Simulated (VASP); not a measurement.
# Sc (Fd-3m) in VASP: notebook

Sc is run at these levels: PBE; tasks: relaxation of cell and atoms.

Program: VASP 6.6.1. These are calculated values, not measurements. Logs are shortened: lines on timing, memory, paths and dates and some standing lists are left out, and cuts for length are marked.

## (1) The cell of the first run

It takes space group Fd-3m (No. 227, cubic). Conventional cell: a = 6.380 Å, b = 6.380 Å, c = 6.380 Å, α = 90.00°, β = 90.00°, γ = 90.00°. Sc (site symmetry -43m) has 4 Sc at 2.76 Å within 3.6 Å.

This isn't the form of Sc at room conditions, which is hcp.

## (2) Relaxation of cell and atoms, PBE

Contents of INCAR:

```
PREC = Accurate ; ENCUT = 500
EDIFF = 1E-7 ; ISMEAR = 0
SIGMA = 0.05 ; LREAL = F
LASPH = T ; NELM = 120
ALGO = Normal ; ISIF = 3
LWAVE = F ; LCHARG = F
GGA = PE ; IBRION = 2
NSW = 80 ; EDIFFG = -0.01
GGA_COMPAT = F ; NELMIN = 4
```

Contents of KPOINTS:

```
Automatic mesh
0
Gamma
  12 12 12
```

Contents of POSCAR:

```
Sc
1.0
    0.0000000000      3.1900000000      3.1900000000
    3.1900000000      0.0000000000      3.1900000000
    3.1900000000      3.1900000000      0.0000000000
Sc
2
Direct
    1.0000000000      1.0000000000      1.0000000000
    0.2500000000      0.2500000000      0.2500000000
```

Potentials or basis: VASP PAW PBE potentials, release 64 (Sc_sv).

Launch:

```
> cat potpaw_PBE.64/Sc_sv/POTCAR > POTCAR
> mpirun -np 1 vasp_std > vasp.out
```

OUTCAR:

```text
PREC = Accurate
   ENCUT = 500
   EDIFF = 1E-7
   ISMEAR = 0
   LREAL = F
   LASPH = T
   NELM = 120
   ISIF = 3
   GGA = PE
   IBRION = 2
   NSW = 80
   EDIFFG = -0.01
   NELMIN = 4

 ion  position               nearest neighbor table
   1  0.000  0.000  0.000-   2 2.76   2 2.76   2 2.76   2 2.76
   2  0.250  0.250  0.250-   1 2.76   1 2.76   1 2.76   1 2.76

  LATTYP: Found a face centered cubic cell.
 ALAT       =     6.3800000000

  Lattice vectors:

 A1 = (   0.0000000000,   3.1900000000,   3.1900000000)
 A2 = (   3.1900000000,   0.0000000000,   3.1900000000)
 A3 = (   3.1900000000,   3.1900000000,   0.0000000000)

Analysis of symmetry for initial positions (statically):
=====================================================================
 Subroutine PRICEL returns:
 Original cell was already a primitive cell.

 Routine SETGRP: Setting up the symmetry group for a
 face centered cubic supercell.

 Subroutine GETGRP returns: Found 48 space group operations
 (whereof 24 operations were pure point group operations)
 out of a pool of 48 trial point group operations.

The static configuration has the point symmetry T_d .
 The point group associated with its full space group is O_h .

Analysis of symmetry for dynamics (positions and initial velocities):
=====================================================================
 Subroutine PRICEL returns:
 Original cell was already a primitive cell.

 Routine SETGRP: Setting up the symmetry group for a
 face centered cubic supercell.

 Subroutine GETGRP returns: Found 48 space group operations
 (whereof 24 operations were pure point group operations)
 out of a pool of 48 trial point group operations.

The dynamic configuration has the point symmetry T_d .
 The point group associated with its full space group is O_h .

 Subroutine INISYM returns: Found 48 space group operations
 (whereof 24 operations are pure point group operations),
 and found     1 'primitive' translations

----------------------------------------------------------------------------------------

                                     Primitive cell

  volume of cell :      64.9235

  direct lattice vectors                    reciprocal lattice vectors
     0.000000000  3.190000000  3.190000000    -0.156739812  0.156739812  0.156739812
     3.190000000  0.000000000  3.190000000     0.156739812 -0.156739812  0.156739812
     3.190000000  3.190000000  0.000000000     0.156739812  0.156739812 -0.156739812

  length of vectors
     4.511341264  4.511341264  4.511341264     0.271481318  0.271481318  0.271481318

  position of ions in fractional coordinates (direct lattice)
     0.000000000  0.000000000  0.000000000
     0.250000000  0.250000000  0.250000000

  ion indices of the primitive-cell ions
   primitive index   ion index
                 1           1
                 2           2

----------------------------------------------------------------------------------------

 KPOINTS: Automatic mesh

Automatic generation of k-mesh.
 Grid dimensions read from file:
 generate k-points for:   12   12   12

 Generating k-lattice:

  Cartesian coordinates                     Fractional coordinates (reciprocal lattice)
    -0.013061651  0.013061651  0.013061651     0.083333333  0.000000000  0.000000000
     0.013061651 -0.013061651  0.013061651     0.000000000  0.083333333  0.000000000
     0.013061651  0.013061651 -0.013061651     0.000000000  0.000000000  0.083333333

  Length of vectors
     0.022623443  0.022623443  0.022623443

  Shift w.r.t. Gamma in fractional coordinates (k-lattice)
     0.000000000  0.000000000  0.000000000

 Subroutine IBZKPT returns following result:
 ===========================================

 Found     72 irreducible k-points:

 Following reciprocal coordinates:
            Coordinates               Weight
  0.000000  0.000000  0.000000      1.000000
  0.083333  0.000000  0.000000      8.000000
  0.166667  0.000000  0.000000      8.000000
  0.250000  0.000000  0.000000      8.000000
  0.333333  0.000000  0.000000      8.000000
  0.416667  0.000000  0.000000      8.000000
[... 16 lines left out ...]
  0.500000  0.166667  0.000000     24.000000
 -0.416667  0.166667  0.000000     24.000000
 [... further k-points ...]
   k-points           NKPTS =     72   k-points in BZ     NKDIM =     72   number of bands    NBANDS=     15
   number of dos      NEDOS =    301   number of ions     NIONS =      2
   total plane-waves  NPLWV =  46656
   dimension x,y,z NGX =    36 NGY =   36 NGZ =   36
   dimension x,y,z NGXF=    72 NGYF=   72 NGZF=   72
   ions per type =               2
   NGX,Y,Z   is equivalent  to a cutoff of  13.27, 13.27, 13.27 a.u.
   NGXF,Y,Z  is equivalent  to a cutoff of  26.53, 26.53, 26.53 a.u.
 SYSTEM =  unknown system
   PREC   = accura    normal or accurate (medium, high low for compatibility)
   ISTART =      0    job   : 0-new  1-cont  2-samecut
   ICHARG =      2    charge: 1-file 2-atom 10-const
   ISPIN  =      1    spin polarized calculation?
   LNONCOLLINEAR =      F non collinear calculations
   LSORBIT =      F    spin-orbit coupling
   LASPH  =      T    aspherical Exc in radial PAW
   ENCUT  =  500.0 eV  36.75 Ry    6.06 a.u.   8.23  8.23  8.23*2*pi/ulx,y,z
   NELM   =    120;   NELMIN=  4; NELMDL= -5     # of ELM steps
   EDIFF  = 0.1E-06   stopping-criterion for ELM
   LREAL  =      F    real-space projection
   EDIFFG = -.1E-01   stopping-criterion for IOM
   NSW    =     80    number of steps for IOM
   IBRION =      2    ionic relax: 0-MD 1-quasi-New 2-CG
   NFREE  =      1    steps in history (QN), initial steepest desc. (CG)
   ISIF   =      3    stress and relaxation
   ISYM   =      2    0-nonsym 1-usesym 2-fastsym
   POTIM  = 0.5000    time-step for ionic-motion
   TEBEG  =    0.0;   TEEND  =   0.0 temperature during run
   PSTRESS=    0.0 pullay stress
   NELECT =      22.0000    total number of electrons
   NUPDOWN=      -1.0000    fix difference up-down
   EMIN   =  10.00;   EMAX   =-10.00  energy-range for DOS
   EFERMI =   0.00;   METHOD = LEGACY
   ISMEAR =     0;   SIGMA  =   0.05  broadening in eV -4-tet -1-fermi 0-gaus
   EFERMI_NEDOS =   21; number of points for ismear=-14 and -15
   IALGO  =     38    algorithm
   IMIX   =      4    mixing-type and parameters
     AMIX     =   0.40;   BMIX     =  1.00
     AMIX_MAG =   1.60;   BMIX_MAG =  1.00
  volume/ion in A,a.u.               =      32.46       219.06
  Fermi-wavevector in a.u.,A,eV,Ry     =   1.141340  2.156820 17.723725  1.302657
  Thomas-Fermi vector in A             =   2.278040
   LORBIT       =      0    0 simple, 1 ext, 2 COOP (PROOUT), +10 PAW based schemes
   GGA     = PE    functional components
   LHFCALC =     F    Hartree Fock is set to
   AEXX    =    0.0000 exact exchange contribution
   IVDW    =     0    specifies the selected vdW correction
   LEPSILON=     F    determine dielectric tensor
   LRPA    =     F    only Hartree local field effects (RPA)
 conjugate gradient relaxation of ions
 non-spin polarized calculation
 Gauss-broadening in eV      SIGMA  =   0.05
  energy-cutoff  :      500.00
  volume of cell :       64.92
 maximum number of plane-waves:      1676
 NGX is ok and might be reduce to    36
   NGX = 17   NGY = 17   NGZ = 17

--------------------------------------- Ionic step        1  -------------------------------------------

 number of electron      22.0000004 magnetization

 Free energy of the ion-electron system (eV)
  ---------------------------------------------------
  ext. energy  EPLUGINS =         0.00000000
  ---------------------------------------------------
  free energy    TOTEN  =        -8.51475151 eV

  energy without entropy =       -8.50672764  energy(sigma->0) =       -8.51073957

------------------------ aborting loop because EDIFF is reached ----------------------------------------

  FORCE on cell =-STRESS in cart. coord.  units (eV):
  Direction    XX          YY          ZZ          XY          YZ          ZX
  --------------------------------------------------------------------------------------
  -------------------------------------------------------------------------------------
  Total        0.1927670      0.1927670      0.1927670      0.0000000      0.0000000      0.0000000
  in kB        4.7570884      4.7570884      4.7570884      0.0000000      0.0000000      0.0000000
  external PRESSURE =       4.7570884 kB  Pullay stress =       0.0000000 kB

 VOLUME and BASIS-vectors are now :
 -----------------------------------------------------------------------------
  energy-cutoff  :      500.00
  volume of cell :       64.92
      direct lattice vectors                 reciprocal lattice vectors
     0.000000000  3.190000000  3.190000000    -0.156739812  0.156739812  0.156739812
     3.190000000  0.000000000  3.190000000     0.156739812 -0.156739812  0.156739812
     3.190000000  3.190000000  0.000000000     0.156739812  0.156739812 -0.156739812
[... 109 lines left out ...]
 POSITION                                       TOTAL-FORCE (eV/Angst)
 -----------------------------------------------------------------------------------
      6.45667      6.45667      6.45667        -0.000000     -0.000000     -0.000000
      1.61417      1.61417      1.61417         0.000000      0.000000      0.000000
 -----------------------------------------------------------------------------------
    total drift:                                0.000000      0.000000      0.000000

  FREE ENERGIE OF THE ION-ELECTRON SYSTEM (eV)
  ---------------------------------------------------
  free  energy   TOTEN  =        -8.5178449893 eV

  energy  without entropy=       -8.5088291069  energy(sigma->0) =       -8.51333705

--------------------------------------- Ionic step        5  -------------------------------------------

 number of electron      21.9999998 magnetization

 Free energy of the ion-electron system (eV)
  ---------------------------------------------------
  ext. energy  EPLUGINS =         0.00000000
  ---------------------------------------------------
  free energy    TOTEN  =        -8.51807919 eV

  energy without entropy =       -8.50938320  energy(sigma->0) =       -8.51373120

 E-fermi :   1.8156     XC(G=0):  -8.4464

 val. band max:        1.8136939137   @ k =  -0.4167   0.4167   0.0833
 cond. band min:       1.8172809069   @ k =   0.4167   0.2500   0.0833
 fundamental gap:      0.0035869932
 Fermi energy:         1.8155985387

 k-point     1 :       0.0000    0.0000    0.0000
  band No.  band energies     occupation
      1     -48.1520      2.00000
      2     -47.9310      2.00000
      3     -26.9213      2.00000
      4     -26.9213      2.00000
      5     -26.9213      2.00000
      6     -26.5214      2.00000
      7     -26.5214      2.00000
      8     -26.5214      2.00000
      9      -2.2701      2.00000
     10       1.8126      1.06826
     11       1.8126      1.06826
     12       2.0273      0.00000
     13       2.0273      0.00000
     14       2.0273      0.00000
     15       3.4014      0.00000
[... 397 lines left out ...]
 k-point    24 :      -0.4167    0.1667    0.0000
  band No.  band energies     occupation
      1     -48.0881      2.00000
      2     -47.9956      2.00000
      3     -27.0019      2.00000
      4     -26.9755      2.00000
      5     -26.8634      2.00000
      6     -26.5859      2.00000
      7     -26.4669      2.00000
      8     -26.4444      2.00000
      9       0.1497      2.00000
     10       0.8548      2.00000
     11       1.6038      2.00000
     12       1.7668      1.83290
     13       2.1497      0.00000
     14       2.4112      0.00000
     15       2.4858      0.00000

 [... further k-points ...]

------------------------ aborting loop because EDIFF is reached ----------------------------------------

  FORCE on cell =-STRESS in cart. coord.  units (eV):
  Direction    XX          YY          ZZ          XY          YZ          ZX
  --------------------------------------------------------------------------------------
  -------------------------------------------------------------------------------------
  Total        0.0126966      0.0126966      0.0126966     -0.0000000      0.0000000      0.0000000
  in kB        0.2982761      0.2982761      0.2982761     -0.0000000      0.0000000      0.0000000
  external PRESSURE =       0.2982761 kB  Pullay stress =       0.0000000 kB

 VOLUME and BASIS-vectors are now :
 -----------------------------------------------------------------------------
  energy-cutoff  :      500.00
  volume of cell :       68.20
      direct lattice vectors                 reciprocal lattice vectors
     0.000000000  3.242774289  3.242774289    -0.154188962  0.154188962  0.154188962
     3.242774289  0.000000000  3.242774289     0.154188962 -0.154188962  0.154188962
     3.242774289  3.242774289  0.000000000     0.154188962  0.154188962 -0.154188962

 POSITION                                       TOTAL-FORCE (eV/Angst)
 -----------------------------------------------------------------------------------
      0.00000      0.00000      0.00000         0.000000     -0.000000      0.000000
      1.62139      1.62139      1.62139        -0.000000      0.000000     -0.000000
 -----------------------------------------------------------------------------------
    total drift:                                0.000000      0.000000      0.000000

  FREE ENERGIE OF THE ION-ELECTRON SYSTEM (eV)
  ---------------------------------------------------
  free  energy   TOTEN  =        -8.5180791948 eV

  energy  without entropy=       -8.5093832045  energy(sigma->0) =       -8.51373120

 reached required accuracy - stopping structural energy minimisation
```

Wall time 5.6 min (1 thread of Intel Xeon Platinum 8375C at 2.90GHz (Ice Lake), shared host); peak memory 0.24 GiB.

Results:

| Property | Result |
| --- | --- |
| Free energy | -8.5181 eV |
| Relaxed volume | 34.10 Å³/atom |
| Relaxed cell | a = 4.586 Å, b = 4.586 Å, c = 4.586 Å, α = 60.00°, β = 60.00°, γ = 60.00° |
| Space group after relaxing (to 0.1 Å) | Fd-3m (No. 227) |
| Energy gained by relaxing | 1.7 meV/atom |
| Ionic steps | 5 |
| Pressure after relaxing | 0.0 GPa |
| Band gap on the k mesh | zero (bands 11 and 12 overlap by 0.66 eV) |

Step by step:
```tsv
step	energy change (eV)	largest force (eV/Å)	pressure (GPa)	volume (Å³)
1	0.0000	0.0000	0.48	64.92
2	-0.0020	0.0000	0.23	65.83
3	-0.0029	0.0000	0.07	66.84
4	-0.0031	0.0000	0.05	67.29
5	-0.0033	0.0000	0.03	68.20
```

Final structure:
```
Sc
1.0
     0.00000    3.24277    3.24277
     3.24277    0.00000    3.24277
     3.24277    3.24277    0.00000
Sc
2
Direct
  0.00000 0.00000 0.00000
  0.25000 0.25000 0.25000
```

## (3) Relaxation of cell and atoms, PBE, target pressure 20 GPa, at which the enthalpy is minimised

Contents of INCAR:

```
ALGO = Normal
EDIFF = 1E-7
EDIFFG = -0.01
ENCUT = 500
GGA = PE
GGA_COMPAT = F
IBRION = 2
ISIF = 3
ISMEAR = 0
LASPH = T
LCHARG = F
LREAL = F
LWAVE = F
NELM = 120
NELMIN = 4
NSW = 80
PREC = Accurate
PSTRESS = 200.0
SIGMA = 0.05
```

Contents of KPOINTS:

```
k-points
0
Gamma
  12 12 12
```

POSCAR is that of step 2.

Potentials or basis: VASP PAW PBE potentials, release 64 (Sc_sv).

Launch:

```
> cat potpaw_PBE.64/Sc_sv/POTCAR > POTCAR
> mpirun -np 1 vasp_std > vasp.out
```

Wall time 4 min (1 thread of Intel Xeon Platinum 8375C at 2.90GHz (Ice Lake), shared host); peak memory 0.24 GiB.

The run converged. Its results:

- Free energy: -7.3244 eV
- Relaxed volume: 17.25 Å³/atom
- Relaxed cell: a = 3.654 Å, b = 3.654 Å, c = 3.654 Å, α = 60.00°, β = 60.00°, γ = 60.00°
- Space group after relaxing (to 0.1 Å): Fd-3m (No. 227)
- Energy change on relaxing (the run minimises the enthalpy): +595.2 meV/atom
- Ionic steps: 3
- Pressure after relaxing: 20.0 GPa
- Band gap on the k mesh: zero (bands 11 and 12 overlap by 1.65 eV)

Step by step:
| step | energy change (eV) | largest force (eV/Å) | pressure (GPa) | volume (Å³) |
| --- | --- | --- | --- | --- |
| 1 | 0.0000 | 0.0000 | 0.48 | 64.92 |
| 2 | 1.2036 | 0.0000 | 20.24 | 34.40 |
| 3 | 1.1904 | 0.0000 | 19.96 | 34.50 |

Final structure:
```cif
data_structure
_symmetry_space_group_name_H-M 'P 1'
_symmetry_Int_Tables_number 1
_cell_length_a 3.6541
_cell_length_b 3.6541
_cell_length_c 3.6541
_cell_angle_alpha 60.000
_cell_angle_beta 60.000
_cell_angle_gamma 60.000
_cell_volume 34.50
loop_
_atom_site_label
_atom_site_type_symbol
_atom_site_fract_x
_atom_site_fract_y
_atom_site_fract_z
_atom_site_occupancy
Sc1 Sc 0.00000 0.00000 0.00000 1
Sc2 Sc 0.25000 0.25000 0.25000 1
```

Levels at points of the mesh, in eV from the Fermi level:
| k point | band 7 | band 8 | band 9 | band 10 | band 11 | band 12 | band 13 | band 14 | band 15 |
| --- | --- | --- | --- | --- | --- | --- | --- | --- | --- |
| (0.00, 0.00, 0.00) | -27.11 | -27.11 | -5.14 | -1.17 | -1.17 | 0.37 | 0.37 | 0.37 | 2.95 |
| (0.50, 0.00, 0.00) | -26.78 | -26.78 | -2.23 | -1.13 | -1.13 | -1.11 | 0.10 | 0.10 | 2.00 |
| (0.50, 0.50, 0.00) | -26.44 | -26.44 | -3.00 | -3.00 | 0.21 | 0.21 | 2.22 | 2.26 | 2.26 |

Caveat: the cell is relaxed towards a set pressure, so the run minimises the enthalpy, not the energy; the volume moved by over 15 % at a fixed basis, so the end points are rough.

## (4) Relaxation of cell and atoms, PBE, target pressure 40 GPa, at which the enthalpy is minimised

Contents of INCAR:

```
  PREC = Accurate
  ENCUT = 500
  EDIFF = 1E-7
  ISMEAR = 0
  SIGMA = 0.05
  LREAL = False
  LASPH = True
  NELM = 120
  ALGO = Normal
  ISIF = 3
  LWAVE = False
  LCHARG = False
  GGA = PE
  IBRION = 2
  NSW = 80
  EDIFFG = -0.01
  PSTRESS = 400.0
  GGA_COMPAT = False
  NELMIN = 4
```

Contents of KPOINTS:

```
Automatic mesh
0
Gamma
  12 12 12
```

POSCAR is that of step 3.

Launch:

```
> cat potpaw_PBE.64/Sc_sv/POTCAR > POTCAR
> mpirun -np 1 vasp_std > vasp.out
```

Run time: 18 min. Hardware: 1 thread of Intel Xeon Platinum 8375C at 2.90GHz (Ice Lake), shared host; peak memory 0.26 GiB.

Results (log left out):

- Free energy: -6.4715 eV
- Relaxed volume: 14.86 Å³/atom
- Relaxed cell: a = 3.477 Å, b = 3.477 Å, c = 3.477 Å, α = 60.00°, β = 60.00°, γ = 60.00°
- Space group after relaxing (to 0.1 Å): Fd-3m (No. 227)
- Energy change on relaxing (the run minimises the enthalpy): +1021.6 meV/atom
- Ionic steps: 21
- Pressure after relaxing: 39.9 GPa
- Band gap on the k mesh: zero (bands 11 and 12 overlap by 1.29 eV)

Step by step:
```tsv
step	energy change (eV)	largest force (eV/Å)	pressure (GPa)	volume (Å³)
1	0.0000	0.0000	0.48	64.92
2	19.6573	0.0000	588.58	15.00
3	0.2970	0.0000	5.55	48.63
4	0.6344	0.0000	9.16	41.06
5	3.9879	0.0000	92.08	24.70
6	1.5159	0.0000	27.23	32.26
7	2.1265	0.0000	41.99	29.39
8	1.9915	0.0000	38.67	29.92
9	1.9934	0.0000	38.71	29.92
10	1.9990	0.0000	38.86	29.89
11	1.9990	0.0000	38.85	29.89
12	1.9992	0.0000	38.85	29.89
13	1.9995	0.0000	38.86	29.89
14	2.0002	0.0000	38.97	29.89
15	2.0015	0.0000	38.91	29.88
16	2.0041	0.0000	38.97	29.87
17	2.0094	0.0000	39.30	29.85
18	2.0199	0.0000	39.37	29.81
19	2.0412	0.0000	39.88	29.72
20	2.0460	0.0000	40.15	29.70
21	2.0433	0.0000	39.94	29.71
```

Final structure:
```
Sc
1.0
     0.00000    2.45831    2.45831
     2.45831    0.00000    2.45831
     2.45831    2.45831    0.00000
Sc
2
Direct
  0.00000 0.00000 0.00000
  0.25000 0.25000 0.25000
```

Levels at points of the mesh, in eV from the Fermi level:
```csv
k point,band 7,band 8,band 9,band 10,band 11,band 12,band 13,band 14,band 15
"(0.00, 0.00, 0.00)",-26.82,-26.82,-5.29,-1.59,-1.59,0.44,0.44,0.44,3.53
"(0.50, 0.00, 0.00)",-26.34,-26.34,-2.62,-1.47,-1.47,-0.86,-0.04,-0.04,2.69
"(0.50, 0.50, 0.00)",-25.82,-25.82,-3.60,-3.60,0.06,0.06,2.34,2.34,3.28
```

Caveat: the cell is relaxed towards a set pressure, so the run minimises the enthalpy, not the energy; the volume moved by over 15 % at a fixed basis, so the end points are rough.

## (5) Overview

```tsv
cell	gap on the mesh (eV)	pressure (GPa)
relaxed	none	0.0
relaxed to 20 GPa	none	20.0
relaxed to 40 GPa	none	39.9
```

Alike in all rows: task relaxation of cell and atoms; level PBE; potentials or basis VASP PAW PBE potentials, release 64 (Sc_sv); no spin polarisation; k mesh 12 × 12 × 12; cutoff (eV) 500; smearing gaussian 0.05 eV.

Caveats: the cell is relaxed towards a set pressure, so the run minimises the enthalpy, not the energy (at least some runs); the volume moved by over 15 % at a fixed basis, so the end points are rough (at least some runs).

Total energies depend on the potentials used, so only differences within one code and one set of settings carry meaning.

The gap in the log of VASP goes by the Fermi energy; the results here count the filled bands.